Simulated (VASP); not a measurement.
# AgPdS2 (P4/mmm) in VASP: relaxation of cell and atoms with PBE

Aim: the relaxation of cell and atoms of AgPdS2 with PBE.

All numbers are computed with VASP 6.6.1; they aren't measurements. Logs are shortened: lines on timing, memory, paths and dates and some standing lists are left out, and cuts for length are marked.

## 1. The cell of the first run

Symmetry: P4/mmm, No. 123, tetragonal system. Conventional cell: a = 5.114 Å, b = 5.114 Å, c = 2.582 Å, α = 90.00°, β = 90.00°, γ = 90.00°. Ag (site symmetry 4/mmm) has 2 Ag at 2.58 Å and 8 S at 2.86 Å within 3.4 Å. Pd (site symmetry 4/mmm) has 4 S at 2.56 Å and 2 Pd at 2.58 Å within 3.4 Å. S (site symmetry mmm) has 2 Pd at 2.56 Å and 2 S at 2.58 Å and 4 Ag at 2.86 Å within 3.4 Å.

## 2. Relaxation of cell and atoms, PBE

INCAR reads:

```
SYSTEM = AgPdS2
PREC = Accurate ; ENCUT = 600
EDIFF = 1E-7 ; ISMEAR = 0
SIGMA = 0.1 ; LREAL = .False.
LASPH = .True. ; NELM = 100
ALGO = Normal ; ISIF = 3
LWAVE = .False. ; LCHARG = .False.
GGA = PE ; IBRION = 2
NSW = 100 ; EDIFFG = -0.01
```

KPOINTS reads:

```
regular mesh
0
Gamma
  10 10 18
  0 0 0
```

POSCAR reads:

```
AgPdS2
1.0
    5.1142391100      0.0000000000      0.0000000000
    0.0000000000      5.1142391100      0.0000000000
    0.0000000000      0.0000000000      2.5824111000
Ag Pd S
1 1 2
Direct
    0.5000000000      0.5000000000      0.5000000000
    0.0000000000      0.0000000000      0.0000000000
    0.5000000000      0.0000000000      0.0000000000
    0.0000000000      0.5000000000      0.0000000000
```

Potentials or basis: VASP PAW PBE potentials, release 64 (Ag, Pd, S).

The run is started by

```sh
cat potpaw_PBE.64/Ag/POTCAR potpaw_PBE.64/Pd/POTCAR potpaw_PBE.64/S/POTCAR > POTCAR
mpirun -np 1 vasp_std > vasp.out
```

OUTCAR:

```text
SYSTEM = AgPdS2
   PREC = Accurate
   ENCUT = 600
   EDIFF = 1E-7
   ISMEAR = 0
   LREAL = .False.
   LASPH = .True.
   NELM = 100
   ISIF = 3
   GGA = PE
   IBRION = 2
   NSW = 100
   EDIFFG = -0.01

 ion  position               nearest neighbor table
   1  0.500  0.500  0.500-   3 2.86   4 2.86   3 2.86   4 2.86   3 2.86   3 2.86   4 2.86   4 2.86

   2  0.000  0.000  0.000-   3 2.56   4 2.56   4 2.56   3 2.56
   3  0.500  0.000  0.000-   2 2.56   2 2.56   1 2.86   1 2.86   1 2.86   1 2.86
   4  0.000  0.500  0.000-   2 2.56   2 2.56   1 2.86   1 2.86   1 2.86   1 2.86

  LATTYP: Found a simple tetragonal cell.
 ALAT       =     5.1142391100
 C/A-ratio  =     0.5049453192

  Lattice vectors:

 A1 = (   5.1142391100,   0.0000000000,   0.0000000000)
 A2 = (   0.0000000000,   5.1142391100,   0.0000000000)
 A3 = (   0.0000000000,   0.0000000000,   2.5824111000)

Analysis of symmetry for initial positions (statically):
=====================================================================
 Subroutine PRICEL returns:
 Original cell was already a primitive cell.

 Routine SETGRP: Setting up the symmetry group for a
 simple tetragonal supercell.

 Subroutine GETGRP returns: Found 16 space group operations
 (whereof 16 operations were pure point group operations)
 out of a pool of 16 trial point group operations.

The static configuration has the point symmetry D_4h.

Analysis of symmetry for dynamics (positions and initial velocities):
=====================================================================
 Subroutine PRICEL returns:
 Original cell was already a primitive cell.

 Routine SETGRP: Setting up the symmetry group for a
 simple tetragonal supercell.

 Subroutine GETGRP returns: Found 16 space group operations
 (whereof 16 operations were pure point group operations)
 out of a pool of 16 trial point group operations.

The dynamic configuration has the point symmetry D_4h.

 Subroutine INISYM returns: Found 16 space group operations
 (whereof 16 operations are pure point group operations),
 and found     1 'primitive' translations

----------------------------------------------------------------------------------------

                                     Primitive cell

  volume of cell :      67.5441

  direct lattice vectors                    reciprocal lattice vectors
     5.114239110  0.000000000  0.000000000     0.195532508  0.000000000  0.000000000
     0.000000000  5.114239110  0.000000000     0.000000000  0.195532508  0.000000000
     0.000000000  0.000000000  2.582411100     0.000000000  0.000000000  0.387235015

  length of vectors
     5.114239110  5.114239110  2.582411100     0.195532508  0.195532508  0.387235015

  position of ions in fractional coordinates (direct lattice)
     0.500000000  0.500000000  0.500000000
     0.000000000  0.000000000  0.000000000
     0.500000000  0.000000000  0.000000000
     0.000000000  0.500000000  0.000000000

  ion indices of the primitive-cell ions
   primitive index   ion index
                 1           1
                 2           2
                 3           3
                 4           4

----------------------------------------------------------------------------------------

 KPOINTS: regular mesh

Automatic generation of k-mesh.
 Grid dimensions read from file:
 generate k-points for:   10   10   18

 Generating k-lattice:

  Cartesian coordinates                     Fractional coordinates (reciprocal lattice)
     0.019553251  0.000000000  0.000000000     0.100000000  0.000000000  0.000000000
     0.000000000  0.019553251  0.000000000     0.000000000  0.100000000  0.000000000
     0.000000000  0.000000000  0.021513056     0.000000000  0.000000000  0.055555556

  Length of vectors
     0.019553251  0.019553251  0.021513056

  Shift w.r.t. Gamma in fractional coordinates (k-lattice)
     0.000000000  0.000000000  0.000000000

 Subroutine IBZKPT returns following result:
 ===========================================

 Found    210 irreducible k-points:

 Following reciprocal coordinates:
            Coordinates               Weight
  0.000000  0.000000  0.000000      1.000000
  0.100000  0.000000  0.000000      4.000000
  0.200000  0.000000  0.000000      4.000000
  0.300000  0.000000  0.000000      4.000000
  0.400000  0.000000  0.000000      4.000000
  0.500000  0.000000  0.000000      2.000000
[... 16 lines left out ...]
  0.100000  0.000000  0.055556      8.000000
  0.200000  0.000000  0.055556      8.000000
 [... further k-points ...]
   k-points           NKPTS =    210   k-points in BZ     NKDIM =    210   number of bands    NBANDS=     20
   number of dos      NEDOS =    301   number of ions     NIONS =      4
   total plane-waves  NPLWV =  42336
   dimension x,y,z NGX =    42 NGY =   42 NGZ =   24
   dimension x,y,z NGXF=    84 NGYF=   84 NGZF=   48
   ions per type =               1   1   2
   NGX,Y,Z   is equivalent  to a cutoff of  13.65, 13.65, 15.45 a.u.
   NGXF,Y,Z  is equivalent  to a cutoff of  27.31, 27.31, 30.90 a.u.
 SYSTEM =  AgPdS2
   PREC   = accura    normal or accurate (medium, high low for compatibility)
   ISTART =      0    job   : 0-new  1-cont  2-samecut
   ICHARG =      2    charge: 1-file 2-atom 10-const
   ISPIN  =      1    spin polarized calculation?
   LNONCOLLINEAR =      F non collinear calculations
   LSORBIT =      F    spin-orbit coupling
   LASPH  =      T    aspherical Exc in radial PAW
   ENCUT  =  600.0 eV  44.10 Ry    6.64 a.u.  10.21 10.21  5.16*2*pi/ulx,y,z
   NELM   =    100;   NELMIN=  2; NELMDL= -5     # of ELM steps
   EDIFF  = 0.1E-06   stopping-criterion for ELM
   LREAL  =      F    real-space projection
   EDIFFG = -.1E-01   stopping-criterion for IOM
   NSW    =    100    number of steps for IOM
   IBRION =      2    ionic relax: 0-MD 1-quasi-New 2-CG
   NFREE  =      1    steps in history (QN), initial steepest desc. (CG)
   ISIF   =      3    stress and relaxation
   ISYM   =      2    0-nonsym 1-usesym 2-fastsym
   POTIM  = 0.5000    time-step for ionic-motion
   TEBEG  =    0.0;   TEEND  =   0.0 temperature during run
   PSTRESS=    0.0 pullay stress
   NELECT =      33.0000    total number of electrons
   NUPDOWN=      -1.0000    fix difference up-down
   EMIN   =  10.00;   EMAX   =-10.00  energy-range for DOS
   EFERMI =   0.00;   METHOD = LEGACY
   ISMEAR =     0;   SIGMA  =   0.10  broadening in eV -4-tet -1-fermi 0-gaus
   EFERMI_NEDOS =   21; number of points for ismear=-14 and -15
   IALGO  =     38    algorithm
   IMIX   =      4    mixing-type and parameters
     AMIX     =   0.40;   BMIX     =  1.00
     AMIX_MAG =   1.60;   BMIX_MAG =  1.00
  volume/ion in A,a.u.               =      16.89       113.95
  Fermi-wavevector in a.u.,A,eV,Ry     =   1.289388  2.436590 22.619981  1.662522
  Thomas-Fermi vector in A             =   2.421284
   LORBIT       =      0    0 simple, 1 ext, 2 COOP (PROOUT), +10 PAW based schemes
   GGA     = PE    functional components
   LHFCALC =     F    Hartree Fock is set to
   AEXX    =    0.0000 exact exchange contribution
   IVDW    =     0    specifies the selected vdW correction
   LEPSILON=     F    determine dielectric tensor
   LRPA    =     F    only Hartree local field effects (RPA)
 conjugate gradient relaxation of ions
 non-spin polarized calculation
 Gauss-broadening in eV      SIGMA  =   0.10
  energy-cutoff  :      600.00
  volume of cell :       67.54
 maximum number of plane-waves:      2292
 NGX is ok and might be reduce to    42
   NGX = 21   NGY = 21   NGZ = 11

--------------------------------------- Ionic step        1  -------------------------------------------

 number of electron      33.0000003 magnetization

 Free energy of the ion-electron system (eV)
  ---------------------------------------------------
  ext. energy  EPLUGINS =         0.00000000
  ---------------------------------------------------
  free energy    TOTEN  =       -15.42389631 eV

  energy without entropy =      -15.41511558  energy(sigma->0) =      -15.41950595

------------------------ aborting loop because EDIFF is reached ----------------------------------------

  FORCE on cell =-STRESS in cart. coord.  units (eV):
  Direction    XX          YY          ZZ          XY          YZ          ZX
  --------------------------------------------------------------------------------------
  -------------------------------------------------------------------------------------
  Total       -1.5548038     -1.5548038      5.4306498      0.0000000     -0.0000000      0.0000000
  in kB      -36.8806651    -36.8806651    128.8175218      0.0000000     -0.0000000      0.0000000
  external PRESSURE =      18.3520639 kB  Pullay stress =       0.0000000 kB

 VOLUME and BASIS-vectors are now :
 -----------------------------------------------------------------------------
  energy-cutoff  :      600.00
  volume of cell :       67.54
      direct lattice vectors                 reciprocal lattice vectors
     5.114239110  0.000000000  0.000000000     0.195532508  0.000000000  0.000000000
     0.000000000  5.114239110  0.000000000     0.000000000  0.195532508  0.000000000
     0.000000000  0.000000000  2.582411100     0.000000000  0.000000000  0.387235015
[... 267 lines left out ...]
 POSITION                                       TOTAL-FORCE (eV/Angst)
 -----------------------------------------------------------------------------------
      2.45688      2.45688      1.41735        -0.000000      0.000000      0.000000
      0.00000      4.91377      0.00000         0.000000     -0.000000      0.000000
      2.45688      4.91377      0.00000        -0.000000     -0.000000      0.000000
      4.91377      2.45688      0.00000         0.000000      0.000000      0.000000
 -----------------------------------------------------------------------------------
    total drift:                                0.000000      0.000000     -0.000000

  FREE ENERGIE OF THE ION-ELECTRON SYSTEM (eV)
  ---------------------------------------------------
  free  energy   TOTEN  =       -15.6860743102 eV

  energy  without entropy=      -15.6751562859  energy(sigma->0) =      -15.68061530

--------------------------------------- Ionic step        9  -------------------------------------------

 number of electron      33.0000007 magnetization

 Free energy of the ion-electron system (eV)
  ---------------------------------------------------
  ext. energy  EPLUGINS =         0.00000000
  ---------------------------------------------------
  free energy    TOTEN  =       -15.68611000 eV

  energy without entropy =      -15.67523481  energy(sigma->0) =      -15.68067240

 E-fermi :   7.2856     XC(G=0): -11.3823

 val. band max:        7.2832858505   @ k =   0.4000   0.2000   0.5000
 cond. band min:       7.2857783629   @ k =   0.0000   0.0000   0.1667
 fundamental gap:      0.0024925125
 Fermi energy:         7.2856243492

 k-point     1 :       0.0000    0.0000    0.0000
  band No.  band energies     occupation
      1      -7.1310      2.00000
      2      -6.0626      2.00000
      3       2.1994      2.00000
      4       2.2757      2.00000
      5       2.2757      2.00000
      6       3.1330      2.00000
[... 12 lines left out ...]
     19       8.8525      0.00000
     20       8.9310      0.00000
[... 507 lines left out ...]
 k-point    24 :       0.2000    0.0000    0.0556
  band No.  band energies     occupation
      1      -6.9534      2.00000
      2      -6.0690      2.00000
      3       1.7038      2.00000
      4       2.2827      2.00000
      5       2.3269      2.00000
      6       2.9705      2.00000
[... 12 lines left out ...]
     19       8.7698      0.00000
     20      10.1137      0.00000

 [... further k-points ...]
[... 5 lines left out ...]
  --------------------------------------------------------------------------------------
  -------------------------------------------------------------------------------------
  Total        0.0013154      0.0013154     -0.0022720      0.0000000      0.0000000      0.0000000
  in kB        0.0308095      0.0308095     -0.0532143      0.0000000      0.0000000      0.0000000
  external PRESSURE =       0.0028015 kB  Pullay stress =       0.0000000 kB

 VOLUME and BASIS-vectors are now :
 -----------------------------------------------------------------------------
  energy-cutoff  :      600.00
  volume of cell :       68.40
      direct lattice vectors                 reciprocal lattice vectors
     4.915338310  0.000000000  0.000000000     0.203444796  0.000000000 -0.000000000
     0.000000000  4.915338310  0.000000000     0.000000000  0.203444796  0.000000000
     0.000000000 -0.000000000  2.831257742     0.000000000 -0.000000000  0.353199917

 POSITION                                       TOTAL-FORCE (eV/Angst)
 -----------------------------------------------------------------------------------
      2.45767      2.45767      1.41563        -0.000000      0.000000      0.000000
      0.00000     -0.00000      0.00000         0.000000     -0.000000      0.000000
      2.45767     -0.00000      0.00000         0.000000     -0.000000      0.000000
      0.00000      2.45767      0.00000        -0.000000     -0.000000      0.000000
 -----------------------------------------------------------------------------------
    total drift:                                0.000000     -0.000000     -0.000000

  FREE ENERGIE OF THE ION-ELECTRON SYSTEM (eV)
  ---------------------------------------------------
  free  energy   TOTEN  =       -15.6861100012 eV

  energy  without entropy=      -15.6752348071  energy(sigma->0) =      -15.68067240

 reached required accuracy - stopping structural energy minimisation
```

It took 31 min on 1 thread of AMD EPYC 7R43 (Zen 3), shared host; peak memory 0.48 GiB.

What came out:

- Free energy: -15.6861 eV
- Relaxed volume: 17.10 Å³/atom
- Relaxed cell: a = 4.915 Å, b = 4.915 Å, c = 2.831 Å, α = 90.00°, β = 90.00°, γ = 90.00°
- Space group after relaxing (to 0.05 Å): P4/mmm (No. 123)
- Energy gained by relaxing: 65.6 meV/atom
- Ionic steps: 9
- Pressure after relaxing: 0.0 GPa

The path:
```
step  energy change (eV)  largest force (eV/Å)  pressure (GPa)  volume (Å³)
   1              0.0000                0.0000            1.84        67.54
   2             -0.2256                0.0000           -1.69        69.29
   3             -0.2428                0.0000           -2.12        69.73
   4             -0.2435                0.0000           -2.56        70.53
   5             -0.2480                0.0000           -2.39        70.11
   6             -0.2558                0.0000            1.62        67.44
   7             -0.2621                0.0000           -0.07        68.48
   8             -0.2622                0.0000           -0.03        68.44
   9             -0.2622                0.0000            0.00        68.40
```

Final structure:
```
Ag Pd S
1.0
     4.91534    0.00000    0.00000
     0.00000    4.91534    0.00000
     0.00000    0.00000    2.83126
Ag Pd S
1 1 2
Direct
  0.50000 0.50000 0.50000
  0.00000 0.00000 0.00000
  0.50000 0.00000 0.00000
  0.00000 0.50000 0.00000
```

Levels at points of the mesh, in eV from the Fermi level:
| k point | band 13 | band 14 | band 15 | band 16 | band 17 | band 18 | band 19 | band 20 |
| --- | --- | --- | --- | --- | --- | --- | --- | --- |
| (0.00, 0.00, 0.00) | -2.36 | -1.90 | -1.60 | -1.60 | 0.25 | 1.06 | 1.57 | 1.65 |
| (0.50, 0.00, 0.00) | -1.83 | -1.60 | -1.47 | -1.22 | 1.65 | 1.83 | 4.08 | 5.67 |
| (0.50, 0.50, 0.00) | -1.74 | -1.74 | 0.29 | 2.10 | 2.10 | 2.61 | 4.55 | 4.55 |
| (0.00, 0.00, 0.50) | -2.12 | -1.99 | -1.86 | -0.95 | 0.25 | 0.25 | 3.65 | 4.84 |
| (0.50, 0.00, 0.50) | -2.51 | -2.38 | -1.48 | -1.24 | 0.60 | 1.47 | 3.20 | 4.23 |
| (0.50, 0.50, 0.50) | -1.94 | -1.94 | -1.17 | -0.46 | 0.76 | 2.01 | 2.23 | 3.22 |
